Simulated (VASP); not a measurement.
# Ge in VASP: a series of runs

Ge is run at these levels: PBE+D3(BJ); tasks: single point.

All numbers are computed with VASP 6.6.1; they aren't measurements. Logs are shortened: lines on timing, memory, paths and dates and some standing lists are left out, and cuts for length are marked.

## (1) The cell of the first run

The cell holds a slab with vacuum, 4 atoms: a = 4.023 Å, b = 4.023 Å, c = 18.869 Å, α = 90.00°, β = 90.00°, γ = 120.00°.

## (2) Single point, PBE+D3(BJ) (layers slid over each other)

The input, INCAR:

```
PREC = Accurate
ENCUT = 520
EDIFF = 1E-6
ISMEAR = 0
SIGMA = 0.1
LREAL = F
LASPH = T
NELM = 60
ALGO = Normal
ISIF = 2
LWAVE = F
LCHARG = T
LDIPOL = T
IDIPOL = 3
DIPOL = 0.5 0.5 0.368
GGA = PE
IVDW = 12
LELF = T
LVHAR = T
LVACPOTAV = T
NBANDS = 36
```

The input, KPOINTS:

```
regular mesh
0
Gamma
  9 9 1
```

The input, POSCAR:

```
Ge
1.0
    4.0226895460      0.0000000000      0.0000000000
   -2.0113447730      3.4837513384      0.0000000000
    0.0000000000      0.0000000000     18.8685220369
Ge
4
Direct
    0.3333333333      0.6666666667      0.2747571330
    0.6666666667      0.3333333333      0.2384924474
    0.1111111111      0.8888888889      0.4965159443
    0.4444444444      0.5555555556      0.4602512588
```

Potentials or basis: VASP PAW PBE potentials, release 64 (Ge_d).

Launch:

```bash
$ cat potpaw_PBE.64/Ge_d/POTCAR > POTCAR
$ mpirun -np 1 vasp_std > vasp.out
```

OUTCAR:

```text
PREC = Accurate
   ENCUT = 520
   EDIFF = 1E-6
   ISMEAR = 0
   LREAL = F
   LASPH = T
   NELM = 60
   ISIF = 2
   GGA = PE
   IVDW = 12
 IVDW          = 12

 ion  position               nearest neighbor table
   1  0.333  0.667  0.275-   2 2.42   2 2.42   2 2.42
   2  0.667  0.333  0.238-   1 2.42   1 2.42   1 2.42
   3  0.111  0.889  0.497-   4 2.42   4 2.42   4 2.42
   4  0.444  0.556  0.460-   3 2.42   3 2.42   3 2.42

  LATTYP: Found a hexagonal cell.
 ALAT       =     4.0226895460
 C/A-ratio  =     4.6905240440

  Lattice vectors:

 A1 = (   4.0226895460,   0.0000000000,   0.0000000000)
 A2 = (  -2.0113447730,   3.4837513384,   0.0000000000)
 A3 = (   0.0000000000,   0.0000000000,  18.8685220369)

Analysis of symmetry for initial positions (statically):
=====================================================================
 Subroutine PRICEL returns:
 Original cell was already a primitive cell.

 Routine SETGRP: Setting up the symmetry group for a
 hexagonal supercell.

 Subroutine GETGRP returns: Found  4 space group operations
 (whereof  2 operations were pure point group operations)
 out of a pool of 24 trial point group operations.

The static configuration has the point symmetry C_1h.
 The point group associated with its full space group is C_2h.

Analysis of symmetry for dynamics (positions and initial velocities):
=====================================================================
 Subroutine PRICEL returns:
 Original cell was already a primitive cell.

 Routine SETGRP: Setting up the symmetry group for a
 hexagonal supercell.

 Subroutine GETGRP returns: Found  4 space group operations
 (whereof  2 operations were pure point group operations)
 out of a pool of 24 trial point group operations.

The dynamic configuration has the point symmetry C_1h.
 The point group associated with its full space group is C_2h.

 Subroutine INISYM returns: Found  4 space group operations
 (whereof  2 operations are pure point group operations),
 and found     1 'primitive' translations

----------------------------------------------------------------------------------------

                                     Primitive cell

  volume of cell :     264.4244

  direct lattice vectors                    reciprocal lattice vectors
     4.022689546  0.000000000  0.000000000     0.248589902  0.143523447  0.000000000
    -2.011344773  3.483751338  0.000000000     0.000000000  0.287046894  0.000000000
     0.000000000  0.000000000 18.868522037     0.000000000  0.000000000  0.052998322

  length of vectors
     4.022689546  4.022689546 18.868522037     0.287046894  0.287046894  0.052998322

  position of ions in fractional coordinates (direct lattice)
     0.333333333  0.666666667  0.274757133
     0.666666667  0.333333333  0.238492447
     0.111111111  0.888888889  0.496515944
     0.444444444  0.555555556  0.460251259

  ion indices of the primitive-cell ions
   primitive index   ion index
                 1           1
                 2           2
                 3           3
                 4           4

----------------------------------------------------------------------------------------

 KPOINTS: regular mesh

Automatic generation of k-mesh.
 Grid dimensions read from file:
 generate k-points for:    9    9    1

 Generating k-lattice:

  Cartesian coordinates                     Fractional coordinates (reciprocal lattice)
     0.027621100  0.015947050  0.000000000     0.111111111  0.000000000  0.000000000
     0.000000000  0.031894099  0.000000000     0.000000000  0.111111111  0.000000000
     0.000000000  0.000000000  0.052998322     0.000000000  0.000000000  1.000000000

  Length of vectors
     0.031894099  0.031894099  0.052998322

  Shift w.r.t. Gamma in fractional coordinates (k-lattice)
     0.000000000  0.000000000  0.000000000

 Subroutine IBZKPT returns following result:
 ===========================================

 Found     25 irreducible k-points:

 Following reciprocal coordinates:
            Coordinates               Weight
  0.000000  0.000000  0.000000      1.000000
  0.111111  0.000000  0.000000      4.000000
 -0.111111  0.111111  0.000000      2.000000
  0.222222  0.000000  0.000000      4.000000
 -0.222222  0.222222  0.000000      2.000000
  0.333333  0.000000  0.000000      4.000000
[... 16 lines left out ...]
 -0.222222 -0.444444  0.000000      4.000000
  0.444444  0.333333  0.000000      4.000000
   k-points           NKPTS =     25   k-points in BZ     NKDIM =     25   number of bands    NBANDS=     36
   number of dos      NEDOS =    301   number of ions     NIONS =      4
   total plane-waves  NPLWV = 126000
   dimension x,y,z NGX =    30 NGY =   30 NGZ =  140
   dimension x,y,z NGXF=    60 NGYF=   60 NGZF=  280
   ions per type =               4
   NGX,Y,Z   is equivalent  to a cutoff of  12.40, 12.40, 12.34 a.u.
   NGXF,Y,Z  is equivalent  to a cutoff of  24.80, 24.80, 24.67 a.u.
 SYSTEM =  unknown system
   PREC   = accura    normal or accurate (medium, high low for compatibility)
   ISTART =      0    job   : 0-new  1-cont  2-samecut
   ICHARG =      2    charge: 1-file 2-atom 10-const
   ISPIN  =      1    spin polarized calculation?
   LNONCOLLINEAR =      F non collinear calculations
   LSORBIT =      F    spin-orbit coupling
   LASPH  =      T    aspherical Exc in radial PAW
   ENCUT  =  520.0 eV  38.22 Ry    6.18 a.u.   7.48  7.48 35.08*2*pi/ulx,y,z
   NELM   =     60;   NELMIN=  2; NELMDL= -5     # of ELM steps
   EDIFF  = 0.1E-05   stopping-criterion for ELM
   LREAL  =      F    real-space projection
   EDIFFG = 0.1E-04   stopping-criterion for IOM
   NSW    =      0    number of steps for IOM
   IBRION =     -1    ionic relax: 0-MD 1-quasi-New 2-CG
   NFREE  =      0    steps in history (QN), initial steepest desc. (CG)
   ISIF   =      2    stress and relaxation
   ISYM   =      2    0-nonsym 1-usesym 2-fastsym
   POTIM  = 0.5000    time-step for ionic-motion
   TEBEG  =    0.0;   TEEND  =   0.0 temperature during run
   PSTRESS=    0.0 pullay stress
   NELECT =      56.0000    total number of electrons
   NUPDOWN=      -1.0000    fix difference up-down
   EMIN   =  10.00;   EMAX   =-10.00  energy-range for DOS
   EFERMI =   0.00;   METHOD = LEGACY
   ISMEAR =     0;   SIGMA  =   0.10  broadening in eV -4-tet -1-fermi 0-gaus
   EFERMI_NEDOS =   21; number of points for ismear=-14 and -15
   IALGO  =     38    algorithm
   IMIX   =      4    mixing-type and parameters
     AMIX     =   0.40;   BMIX     =  1.00
     AMIX_MAG =   1.60;   BMIX_MAG =  1.00
  volume/ion in A,a.u.               =      66.11       446.11
  Fermi-wavevector in a.u.,A,eV,Ry     =   0.975821  1.844035 12.955840  0.952227
  Thomas-Fermi vector in A             =   2.106391
   LORBIT       =      0    0 simple, 1 ext, 2 COOP (PROOUT), +10 PAW based schemes
   GGA     = PE    functional components
   LHFCALC =     F    Hartree Fock is set to
   AEXX    =    0.0000 exact exchange contribution
   IVDW    =    12    specifies the selected vdW correction
   LEPSILON=     F    determine dielectric tensor
   LRPA    =     F    only Hartree local field effects (RPA)
 non-spin polarized calculation
 Gauss-broadening in eV      SIGMA  =   0.10
  energy-cutoff  :      520.00
  volume of cell :      264.42
 maximum number of plane-waves:      7165
 NGX is ok and might be reduce to    30
   NGX = 15   NGY = 15   NGZ = 71

 dipolmoment           0.000000      0.000000      0.000004 electrons x Angstroem

 number of electron      55.9999981 magnetization

 dipolmoment           0.000000      0.000000     -0.000004 electrons x Angstroem

 Free energy of the ion-electron system (eV)
  ---------------------------------------------------
  ext. energy  EPLUGINS =         0.00000000
  ---------------------------------------------------
  free energy    TOTEN  =       -16.29326458 eV

  energy without entropy =      -16.29292482  energy(sigma->0) =      -16.29309470

 E-fermi :  -1.3784     XC(G=0):  -4.3518

 val. band max:       -1.5280686552   @ k =   0.3333   0.3333   0.0000
 cond. band min:      -1.2296220898   @ k =   0.3333   0.3333   0.0000
 fundamental gap:      0.2984465654
 Fermi energy:        -1.3784461094

 k-point     1 :       0.0000    0.0000    0.0000
  band No.  band energies     occupation
      1     -25.8788      2.00000
      2     -25.8787      2.00000
      3     -25.8786      2.00000
      4     -25.8778      2.00000
      5     -25.8339      2.00000
      6     -25.8298      2.00000
[... 28 lines left out ...]
     35       2.5739      0.00000
     36       2.6499      0.00000

 k-point     2 :       0.1111    0.0000    0.0000
  band No.  band energies     occupation
      1     -25.8851      2.00000
      2     -25.8843      2.00000
      3     -25.8831      2.00000
      4     -25.8828      2.00000
      5     -25.8440      2.00000
      6     -25.8408      2.00000
[... 28 lines left out ...]
     35       3.0183      0.00000
     36       3.0406      0.00000

 k-point     3 :      -0.1111    0.1111    0.0000
  band No.  band energies     occupation
      1     -25.8852      2.00000
      2     -25.8845      2.00000
      3     -25.8831      2.00000
      4     -25.8823      2.00000
      5     -25.8444      2.00000
      6     -25.8402      2.00000
[... 28 lines left out ...]
     35       2.9039      0.00000
     36       3.1351      0.00000
[... 742 lines left out ...]
 k-point    23 :      -0.2222   -0.4444    0.0000
  band No.  band energies     occupation
      1     -25.9168      2.00000
      2     -25.9165      2.00000
      3     -25.8901      2.00000
      4     -25.8873      2.00000
      5     -25.8787      2.00000
      6     -25.8778      2.00000
[... 28 lines left out ...]
     35       4.4730      0.00000
     36       5.3254      0.00000

 k-point    24 :       0.4444    0.3333    0.0000
  band No.  band energies     occupation
      1     -25.9168      2.00000
      2     -25.9164      2.00000
      3     -25.8902      2.00000
      4     -25.8872      2.00000
      5     -25.8789      2.00000
      6     -25.8778      2.00000
[... 28 lines left out ...]
     35       4.5044      0.00000
     36       5.3624      0.00000

 [... further k-points ...]

------------------------ aborting loop because EDIFF is reached ----------------------------------------

 Edisp (eV)   -0.84890

 E8    (eV) :    -0.3914

  FORCE on cell =-STRESS in cart. coord.  units (eV):
  Direction    XX          YY          ZZ          XY          YZ          ZX
  --------------------------------------------------------------------------------------
  -------------------------------------------------------------------------------------
  Total      -0.05454    -0.06820    -1.22097    -0.01183     0.18321    -0.31732
  in kB      -0.33046    -0.41321    -7.39800    -0.07167     1.11007    -1.92270
  external pressure =       -2.71 kB  Pullay stress =        0.00 kB

 VOLUME and BASIS-vectors are now :
 -----------------------------------------------------------------------------
  energy-cutoff  :      520.00
  volume of cell :      264.42
      direct lattice vectors                 reciprocal lattice vectors
     4.022689546  0.000000000  0.000000000     0.248589902  0.143523447  0.000000000
    -2.011344773  3.483751338  0.000000000     0.000000000  0.287046894  0.000000000
     0.000000000  0.000000000 18.868522037     0.000000000  0.000000000  0.052998322

 POSITION                                       TOTAL-FORCE (eV/Angst)
 -----------------------------------------------------------------------------------
     -0.00000      2.32250      5.18426         0.073985     -0.042715      0.359662
      2.01134      1.16125      4.50000         0.011958     -0.006904     -0.016048
     -1.34090      3.09667      9.36852        -0.011958      0.006904      0.016048
      0.67045      1.93542      8.68426        -0.073985      0.042715     -0.359662
 -----------------------------------------------------------------------------------
    total drift:                               -0.000004      0.000001      0.000055

  FREE ENERGIE OF THE ION-ELECTRON SYSTEM (eV)
  ---------------------------------------------------
  free  energy   TOTEN  =       -17.1421619966 eV

  energy  without entropy=      -17.1418222422  energy(sigma->0) =      -17.14199212

 vacuum level on the upper side and lower side of the slab         3.139         3.139
```

Run time: 4.1 min. Hardware: 1 thread of Intel Xeon Platinum 8488C (Sapphire Rapids), shared host; peak memory 0.44 GiB.

Results:

* Free energy: -17.1422 eV
* Largest force: 0.370 eV/Å
* Band gap on the k mesh: 0.30 eV
* Dispersion energy per atom: -0.212 eV

Forces on the atoms (eV/Å):
```
Ge   0.074 -0.043  0.360
Ge   0.012 -0.007 -0.016
Ge  -0.012  0.007  0.016
Ge  -0.074  0.043 -0.360
```

Levels at points of the mesh, in eV from the valence-band top:
```
           k point  band 25  band 26  band 27  band 28  band 29  band 30  band 31  band 32
(0.00, 0.00, 0.00)    -0.33    -0.31    -0.27    -0.25     0.65     0.85     2.15     3.78
```

Caveat: the cell differs from its parent crystal (layers slid over each other).

(Part 1 of 2 ends here.)
